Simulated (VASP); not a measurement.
# SnSe2 (P-3m1) in VASP: further runs

The runs below take SnSe2 through single point, with PBE.

Program: VASP 6.6.1. These are calculated values, not measurements. Logs are shortened: lines on timing, memory, paths and dates and some standing lists are left out, and cuts for length are marked.

### 1 The cell of the first run

Symmetry: P-3m1, No. 164, trigonal system. Conventional cell: a = 3.825 Å, b = 3.825 Å, c = 6.289 Å, α = 90.00°, β = 90.00°, γ = 120.00°. Sn (site symmetry -3m) has 6 Se at 2.71 Å within 3.6 Å. Within 3.6 Å of Se (site symmetry 3m) lie 3 Sn at 2.71 Å.

### 2 Single point, PBE (uniaxial z strain +1.0%)

Input file INCAR:

```
SYSTEM = SnSe2
ALGO     = Normal         ! electronic algorithm
EDIFF    = 1E-7           ! SCF threshold, eV
ENCUT    = 520            ! plane-wave cutoff, eV
GGA      = PE             ! functional
ISIF     = 2              ! what is computed and relaxed
ISMEAR   = 0              ! smearing method
LASPH    = .True.         ! aspherical terms in the spheres
LCHARG   = .True.         ! write CHGCAR
LELF     = .True.         ! ELF
LREAL    = .False.        ! projectors in reciprocal space
LVHAR    = .True.       
LWAVE    = .False.        ! write WAVECAR
NBANDS   = 20             ! bands
NELM     = 100            ! most SCF steps
PREC     = Accurate       ! precision mode
SIGMA    = 0.01           ! smearing width, eV
```

Input file KPOINTS:

```
k-points
0
Gamma
  6 6 2
  0 0 0
```

Input file POSCAR:

```
SnSe2
1.0
    3.8251493298      0.0000000000      0.0000000000
   -1.9125746649      3.3126764929      0.0000000000
    0.0000000000      0.0000000000      6.2893498550
Sn Se
1 2
Direct
    0.0000000000      0.0000000000      0.0000000000
    0.3333333333      0.6666666667      0.2508637982
    0.6666666667      0.3333333333      0.7491362018
```

Potentials or basis: VASP PAW PBE potentials, release 64 (Sn_d, Se).

Run with:

```console
$ cat potpaw_PBE.64/Sn_d/POTCAR potpaw_PBE.64/Se/POTCAR > POTCAR
$ mpirun -np 1 vasp_std > vasp.out
```

OUTCAR:

```text
SYSTEM = SnSe2
   EDIFF = 1E-7
   ENCUT = 520
   GGA = PE
   ISIF = 2
   ISMEAR = 0
   LASPH = .True.
   LREAL = .False.
   NELM = 100
   PREC = Accurate

 ion  position               nearest neighbor table
   1  0.000  0.000  0.000-   2 2.71   3 2.71   3 2.71   2 2.71   3 2.71   2 2.71
   2  0.333  0.667  0.251-   1 2.71   1 2.71   1 2.71
   3  0.667  0.333  0.749-   1 2.71   1 2.71   1 2.71

  LATTYP: Found a hexagonal cell.
 ALAT       =     3.8251493298
 C/A-ratio  =     1.6442102812

  Lattice vectors:

 A1 = (   3.8251493298,   0.0000000000,   0.0000000000)
 A2 = (  -1.9125746649,   3.3126764929,   0.0000000000)
 A3 = (   0.0000000000,   0.0000000000,   6.2893498550)

Analysis of symmetry for initial positions (statically):
=====================================================================
 Subroutine PRICEL returns:
 Original cell was already a primitive cell.

 Routine SETGRP: Setting up the symmetry group for a
 hexagonal supercell.

 Subroutine GETGRP returns: Found 12 space group operations
 (whereof 12 operations were pure point group operations)
 out of a pool of 24 trial point group operations.

The static configuration has the point symmetry D_3d.

Analysis of symmetry for dynamics (positions and initial velocities):
=====================================================================
 Subroutine PRICEL returns:
 Original cell was already a primitive cell.

 Routine SETGRP: Setting up the symmetry group for a
 hexagonal supercell.

 Subroutine GETGRP returns: Found 12 space group operations
 (whereof 12 operations were pure point group operations)
 out of a pool of 24 trial point group operations.

The dynamic configuration has the point symmetry D_3d.

 Subroutine INISYM returns: Found 12 space group operations
 (whereof 12 operations are pure point group operations),
 and found     1 'primitive' translations

----------------------------------------------------------------------------------------

                                     Primitive cell

[... 70 lines left out ...]
   NGXF,Y,Z  is equivalent  to a cutoff of  24.34, 24.34, 25.38 a.u.
 SYSTEM =  SnSe2
   PREC   = accura    normal or accurate (medium, high low for compatibility)
   ISTART =      0    job   : 0-new  1-cont  2-samecut
   ICHARG =      2    charge: 1-file 2-atom 10-const
   ISPIN  =      1    spin polarized calculation?
   LNONCOLLINEAR =      F non collinear calculations
   LSORBIT =      F    spin-orbit coupling
   LASPH  =      T    aspherical Exc in radial PAW
   ENCUT  =  520.0 eV  38.22 Ry    6.18 a.u.   7.11  7.11 11.69*2*pi/ulx,y,z
   NELM   =    100;   NELMIN=  2; NELMDL= -5     # of ELM steps
   EDIFF  = 0.1E-06   stopping-criterion for ELM
   LREAL  =      F    real-space projection
   EDIFFG = 0.1E-05   stopping-criterion for IOM
   NSW    =      0    number of steps for IOM
   IBRION =     -1    ionic relax: 0-MD 1-quasi-New 2-CG
   NFREE  =      0    steps in history (QN), initial steepest desc. (CG)
   ISIF   =      2    stress and relaxation
   ISYM   =      2    0-nonsym 1-usesym 2-fastsym
   POTIM  = 0.5000    time-step for ionic-motion
   TEBEG  =    0.0;   TEEND  =   0.0 temperature during run
   PSTRESS=    0.0 pullay stress
   NELECT =      26.0000    total number of electrons
   NUPDOWN=      -1.0000    fix difference up-down
   EMIN   =  10.00;   EMAX   =-10.00  energy-range for DOS
   EFERMI =   0.00;   METHOD = LEGACY
   ISMEAR =     0;   SIGMA  =   0.01  broadening in eV -4-tet -1-fermi 0-gaus
   EFERMI_NEDOS =   21; number of points for ismear=-14 and -15
   IALGO  =     38    algorithm
   IMIX   =      4    mixing-type and parameters
     AMIX     =   0.40;   BMIX     =  1.00
     AMIX_MAG =   1.60;   BMIX_MAG =  1.00
  volume/ion in A,a.u.               =      26.57       179.27
  Fermi-wavevector in a.u.,A,eV,Ry     =   1.126994  2.129710 17.280966  1.270115
  Thomas-Fermi vector in A             =   2.263678
   LORBIT       =      0    0 simple, 1 ext, 2 COOP (PROOUT), +10 PAW based schemes
   GGA     = PE    functional components
   LHFCALC =     F    Hartree Fock is set to
   AEXX    =    0.0000 exact exchange contribution
   IVDW    =     0    specifies the selected vdW correction
   LEPSILON=     F    determine dielectric tensor
   LRPA    =     F    only Hartree local field effects (RPA)
 non-spin polarized calculation
 Gauss-broadening in eV      SIGMA  =   0.01
  energy-cutoff  :      520.00
  volume of cell :       79.70
 maximum number of plane-waves:      2172
   NGX = 15   NGY = 15   NGZ = 23

 number of electron      25.9999999 magnetization

 Free energy of the ion-electron system (eV)
  ---------------------------------------------------
  ext. energy  EPLUGINS =         0.00000000
  ---------------------------------------------------
  free energy    TOTEN  =       -11.82604510 eV

  energy without entropy =      -11.82604510  energy(sigma->0) =      -11.82604510

 E-fermi :   3.8364     XC(G=0):  -9.3157

 val. band max:        3.7896485576   @ k =   0.1667   0.0000   0.0000
 cond. band min:       4.5551456491   @ k =   0.5000   0.0000   0.5000
 fundamental gap:      0.7654970914
 Fermi energy:         3.8363883480

 k-point     1 :       0.0000    0.0000    0.0000
  band No.  band energies     occupation
      1     -17.3857      2.00000
      2     -17.3857      2.00000
      3     -17.3500      2.00000
      4     -17.3379      2.00000
      5     -17.3379      2.00000
      6      -9.9099      2.00000
[... 311 lines left out ...]
     19      12.9454      0.00000
     20      12.9873      0.00000

------------------------ aborting loop because EDIFF is reached ----------------------------------------

  FORCE on cell =-STRESS in cart. coord.  units (eV):
  Direction    XX          YY          ZZ          XY          YZ          ZX
  --------------------------------------------------------------------------------------
  -------------------------------------------------------------------------------------
  Total        1.4257365      1.4257365      1.2828844      0.0000000      0.0000000      0.0000000
  in kB       28.6626728     28.6626728     25.7908063      0.0000000      0.0000000      0.0000000
  external PRESSURE =      27.7053839 kB  Pullay stress =       0.0000000 kB

 VOLUME and BASIS-vectors are now :
 -----------------------------------------------------------------------------
  energy-cutoff  :      520.00
  volume of cell :       79.70
      direct lattice vectors                 reciprocal lattice vectors
     3.825149330  0.000000000  0.000000000     0.261427702  0.150935354  0.000000000
    -1.912574665  3.312676493  0.000000000     0.000000000  0.301870709  0.000000000
     0.000000000  0.000000000  6.289349855     0.000000000  0.000000000  0.158998946

 POSITION                                       TOTAL-FORCE (eV/Angst)
 -----------------------------------------------------------------------------------
      0.00000      0.00000      0.00000         0.000000      0.000000     -0.000000
     -0.00000      2.20845      1.57777         0.000000     -0.000000      0.257755
      1.91257      1.10423      4.71158        -0.000000      0.000000     -0.257755
 -----------------------------------------------------------------------------------
    total drift:                                0.000000      0.000000      0.000000

  FREE ENERGIE OF THE ION-ELECTRON SYSTEM (eV)
  ---------------------------------------------------
  free  energy   TOTEN  =       -11.8260451000 eV

  energy  without entropy=      -11.8260451000  energy(sigma->0) =      -11.82604510
```

OSZICAR:

```text
N       E                     dE             d eps       ncg     rms          rms(c)
DAV:   1     0.207331941508E+03    0.20733E+03   -0.11968E+04   572   0.147E+03
DAV:   2     0.112663967696E+02   -0.19607E+03   -0.18837E+03   608   0.399E+02
DAV:   3    -0.113076240637E+02   -0.22574E+02   -0.22249E+02   692   0.113E+02
DAV:   4    -0.120701974504E+02   -0.76257E+00   -0.76160E+00   652   0.217E+01
DAV:   5    -0.120894775145E+02   -0.19280E-01   -0.19279E-01   764   0.371E+00    0.495E+00
DAV:   6    -0.118424223146E+02    0.24706E+00   -0.51746E-01   848   0.737E+00    0.318E+00
DAV:   7    -0.118254672072E+02    0.16955E-01   -0.15193E-01   660   0.242E+00    0.101E+00
DAV:   8    -0.118254922862E+02   -0.25079E-04   -0.12058E-02   712   0.102E+00    0.273E-01
DAV:   9    -0.118260039954E+02   -0.51171E-03   -0.15302E-03   632   0.297E-01    0.834E-02
DAV:  10    -0.118260133754E+02   -0.93800E-05   -0.11742E-04   736   0.744E-02    0.332E-02
DAV:  11    -0.118260440977E+02   -0.30722E-04   -0.44305E-05   616   0.368E-02    0.823E-03
DAV:  12    -0.118260443078E+02   -0.21008E-06   -0.24391E-06   752   0.112E-02    0.622E-03
DAV:  13    -0.118260449216E+02   -0.61379E-06   -0.22773E-06   620   0.816E-03    0.273E-03
DAV:  14    -0.118260450274E+02   -0.10584E-06   -0.42954E-08   520   0.131E-03    0.136E-03
DAV:  15    -0.118260451000E+02   -0.72509E-07   -0.26196E-08   484   0.118E-03
   1 F= -.11826045E+02 E0= -.11826045E+02  d E =-.152972E-12
```

stdout:

```text
POSCAR found type information on POSCAR SnSe
 POSCAR found :  2 types and       3 ions
 scaLAPACK will be used
 LDA part: xc-table for (Slater+PW92), standard interpolation
 POSCAR, INCAR and KPOINTS ok, starting setup
 FFT: planning ... GRIDC
 FFT: planning ... GRID_SOFT
 FFT: planning ... GRID
 WAVECAR not read
 entering main loop
```

It took 25 s on 1 thread of AMD EPYC 9R45 (Zen 5), shared host; peak memory 0.15 GiB.

What came out:

```yaml
Free_energy: -11.8260 eV
Pressure: 2.8 GPa
Largest_force: 0.258 eV/Å
Band_gap_on_the_k_mesh: 0.77 eV, indirect (least direct gap 1.19 eV)
```

Forces in eV/Å, atoms in the order of the input:
```
Sn   0.000  0.000  0.000
Se   0.000  0.000  0.258
Se   0.000  0.000 -0.258
```

Levels at points of the mesh, in eV from the valence-band top:
```csv
k point,band 11,band 12,band 13,band 14,band 15,band 16
"(0.00, 0.00, 0.00)",-0.23,-0.23,-0.13,1.06,3.12,4.69
"(0.50, 0.00, 0.00)",-2.40,-1.16,-0.23,1.17,3.81,5.40
"(0.00, 0.00, 0.50)",-0.60,-0.09,-0.09,2.45,3.04,4.46
"(0.50, 0.00, 0.50)",-1.96,-0.77,-0.58,0.77,4.22,4.77
```

Caveat: the k points lie up to 0.50 Å⁻¹ apart; the cell differs from its parent crystal (uniaxial z strain +1.0%); spin-orbit coupling is left out, which moves the levels of the heavy elements; this functional lacks dispersion, which binds the layers, so the pressure and a relaxed spacing across them are unreliable. A k mesh can miss the band edges.

### 3 Single point, PBE (uniaxial z strain +2.0%)

Input file INCAR:

```
PREC = Accurate
ENCUT = 520
EDIFF = 1E-7
ISMEAR = 0
SIGMA = 0.01
LREAL = False
LASPH = True
NELM = 60
ALGO = Normal
ISIF = 2
LWAVE = False
LCHARG = True
GGA = PE
LELF = True
LVHAR = True
NBANDS = 20
```

Input file KPOINTS:

```
Automatic mesh
0
Gamma
  6 6 2
```

Input file POSCAR:

```
SnSe2
1.0
    3.8251493298      0.0000000000      0.0000000000
   -1.9125746649      3.3126764929      0.0000000000
    0.0000000000      0.0000000000      6.3516206456
Sn Se
1 2
Direct
    0.0000000000      0.0000000000      0.0000000000
    0.3333333333      0.6666666667      0.2485898308
    0.6666666667      0.3333333333      0.7514101692
```

Potentials or basis: VASP PAW PBE potentials, release 64 (Sn_d, Se).

Run with:

```console
$ cat potpaw_PBE.64/Sn_d/POTCAR potpaw_PBE.64/Se/POTCAR > POTCAR
$ mpirun -np 1 vasp_std > vasp.out
```

It took 22 s on 1 thread of AMD EPYC 9R45 (Zen 5), shared host; peak memory 0.15 GiB.

It converged, with:

* Free energy: -11.8310 eV
* Pressure: 2.6 GPa
* Largest force: 0.257 eV/Å
* Band gap on the k mesh: 0.75 eV, indirect (least direct gap 1.26 eV)

Forces on the atoms (eV/Å):
```
Sn   0.000  0.000  0.000
Se   0.000  0.000  0.257
Se   0.000  0.000 -0.257
```

Stress tensor (GPa, compression positive):
```
2.74 0.00 0.00
0.00 2.74 0.00
0.00 0.00 2.37
```

Levels at points of the mesh, in eV from the valence-band top:
| k point | band 11 | band 12 | band 13 | band 14 | band 15 | band 16 |
| --- | --- | --- | --- | --- | --- | --- |
| (0.00, 0.00, 0.00) | -0.21 | -0.21 | -0.18 | 1.08 | 3.12 | 4.69 |
| (0.50, 0.00, 0.00) | -2.38 | -1.12 | -0.24 | 1.14 | 3.82 | 5.43 |
| (0.00, 0.00, 0.50) | -0.58 | -0.09 | -0.09 | 2.42 | 3.04 | 4.48 |
| (0.50, 0.00, 0.50) | -1.99 | -0.75 | -0.56 | 0.75 | 4.22 | 4.78 |

Caveat: the k points lie up to 0.49 Å⁻¹ apart; the cell differs from its parent crystal (uniaxial z strain +2.0%); spin-orbit coupling is left out, which moves the levels of the heavy elements; this functional lacks dispersion, which binds the layers, so the pressure and a relaxed spacing across them are unreliable. A k mesh can miss the band edges.

### 4 Single point, PBE (uniaxial z strain +3.0%)

Input file INCAR:

```
SYSTEM = SnSe2
PREC = Accurate
ENCUT = 520
EDIFF = 1E-7
ISMEAR = 0
SIGMA = 0.01
LREAL = .FALSE.
LASPH = .TRUE.
NELM = 60
ALGO = Normal
ISIF = 2
LWAVE = .FALSE.
LCHARG = .TRUE.
GGA = PE
LELF = .TRUE.
LVHAR = .TRUE.
NBANDS = 20
```

Input file KPOINTS:

```
Automatic mesh
0
G
  6 6 2
  0 0 0
```

Input file POSCAR:

```
SnSe2
1.0
    3.8251493298      0.0000000000      0.0000000000
   -1.9125746649      3.3126764929      0.0000000000
    0.0000000000      0.0000000000      6.4138914363
Sn Se
1 2
Direct
    0.0000000000      0.0000000000      0.0000000000
    0.3333333333      0.6666666667      0.2463248127
    0.6666666667      0.3333333333      0.7536751873
```

Run with:

```console
$ cat potpaw_PBE.64/Sn_d/POTCAR potpaw_PBE.64/Se/POTCAR > POTCAR
$ mpirun -np 1 vasp_std > vasp.out
```

Wall time 22 s (1 thread of AMD EPYC 9R45 (Zen 5), shared host); peak memory 0.15 GiB.

It converged, with:

| Property | Result |
| --- | --- |
| Free energy | -11.8349 eV |
| Pressure | 2.5 GPa |
| Largest force | 0.256 eV/Å |
| Band gap on the k mesh | 0.74 eV, indirect (least direct gap 1.27 eV) |

Forces on the atoms (eV/Å):
```
Sn   0.000  0.000  0.000
Se   0.000  0.000  0.256
Se   0.000  0.000 -0.256
```

Stress tensor (GPa, compression positive):
```
2.63 0.00 0.00
0.00 2.63 0.00
0.00 0.00 2.19
```

Levels at points of the mesh, in eV from the valence-band top:
```
           k point  band 11  band 12  band 13  band 14  band 15  band 16
(0.00, 0.00, 0.00)    -0.23    -0.20    -0.20     1.09     3.13     4.68
(0.50, 0.00, 0.00)    -2.36    -1.08    -0.25     1.11     3.83     5.46
(0.00, 0.00, 0.50)    -0.57    -0.08    -0.08     2.38     3.04     4.49
(0.50, 0.00, 0.50)    -2.01    -0.74    -0.53     0.74     4.22     4.78
```

Caveat: the k points lie up to 0.49 Å⁻¹ apart; the cell differs from its parent crystal (uniaxial z strain +3.0%); spin-orbit coupling is left out, which moves the levels of the heavy elements; this functional lacks dispersion, which binds the layers, so the pressure and a relaxed spacing across them are unreliable.

### 5 Single point, PBE (uniaxial z strain +4.0%)

Input file INCAR:

```
PREC = Accurate ; ENCUT = 520
EDIFF = 1E-7 ; ISMEAR = 0
SIGMA = 0.01 ; LREAL = False
LASPH = True ; NELM = 80
ALGO = Normal ; ISIF = 2
LWAVE = False ; LCHARG = True
GGA = PE ; LELF = True
LVHAR = True ; NBANDS = 20
```

Input file KPOINTS:

```
regular mesh
0
Gamma
  6 6 2
```

Input file POSCAR:

```
SnSe2
1.0
    3.8251493298      0.0000000000      0.0000000000
   -1.9125746649      3.3126764929      0.0000000000
    0.0000000000      0.0000000000      6.4761622269
Sn Se
1 2
Direct
    0.0000000000      0.0000000000      0.0000000000
    0.3333333333      0.6666666667      0.2440745064
    0.6666666667      0.3333333333      0.7559254936
```

Run with:

```console
$ cat potpaw_PBE.64/Sn_d/POTCAR potpaw_PBE.64/Se/POTCAR > POTCAR
$ mpirun -np 1 vasp_std > vasp.out
```

Run time: 26 s. Hardware: 1 thread of AMD EPYC 9R45 (Zen 5), shared host; peak memory 0.15 GiB.

The run converged. Its results:

| Item | Value |
| --- | --- |
| Free energy | -11.8379 eV |
| Pressure | 2.4 GPa |
| Largest force | 0.256 eV/Å |
| Band gap on the k mesh | 0.73 eV, indirect (least direct gap 1.24 eV) |

Forces on the atoms (eV/Å):
```
Sn   0.000  0.000  0.000
Se   0.000  0.000  0.256
Se   0.000  0.000 -0.256
```

Stress tensor (GPa, compression positive):
```
2.53 0.00 0.00
0.00 2.53 0.00
0.00 0.00 2.04
```

Levels at points of the mesh, in eV from the valence-band top:
| k point | band 11 | band 12 | band 13 | band 14 | band 15 | band 16 |
| --- | --- | --- | --- | --- | --- | --- |
| (0.00, 0.00, 0.00) | -0.28 | -0.18 | -0.18 | 1.10 | 3.13 | 4.68 |
| (0.50, 0.00, 0.00) | -2.35 | -1.05 | -0.26 | 1.09 | 3.84 | 5.49 |
| (0.00, 0.00, 0.50) | -0.56 | -0.08 | -0.08 | 2.35 | 3.05 | 4.51 |
| (0.50, 0.00, 0.50) | -2.03 | -0.73 | -0.51 | 0.73 | 4.23 | 4.79 |

Caveat: the k points lie up to 0.49 Å⁻¹ apart; the cell differs from its parent crystal (uniaxial z strain +4.0%); spin-orbit coupling is left out, which moves the levels of the heavy elements; this functional lacks dispersion, which binds the layers, so the pressure and a relaxed spacing across them are unreliable. A k mesh can miss the band edges.

### 6 The runs side by side

| cell | gap on the mesh (eV) | pressure (GPa) | largest force (eV/Å) |
| --- | --- | --- | --- |
| a = 3.825, b = 3.825, c = 6.289 Å, angles 90.0, 90.0, 120.0°, 3 atoms | 0.77 | 2.8 | 0.26 |
| a = 3.825, b = 3.825, c = 6.352 Å, angles 90.0, 90.0, 120.0°, 3 atoms | 0.75 | 2.6 | 0.26 |
| a = 3.825, b = 3.825, c = 6.414 Å, angles 90.0, 90.0, 120.0°, 3 atoms | 0.74 | 2.5 | 0.26 |
| a = 3.825, b = 3.825, c = 6.476 Å, angles 90.0, 90.0, 120.0°, 3 atoms | 0.73 | 2.4 | 0.26 |

Alike in all rows: task single point; level PBE; potentials or basis VASP PAW PBE potentials, release 64 (Sn_d, Se); no spin polarisation; k mesh 6 × 6 × 2; cutoff (eV) 520; smearing gaussian 0.01 eV.

Caveats: all runs use coarse meshes; spin-orbit coupling is left out, which moves the levels of the heavy elements; this functional lacks dispersion, which binds the layers, so the pressure and a relaxed spacing across them are unreliable.

Total energies depend on the potentials used, so only differences within one code and one set of settings carry meaning.
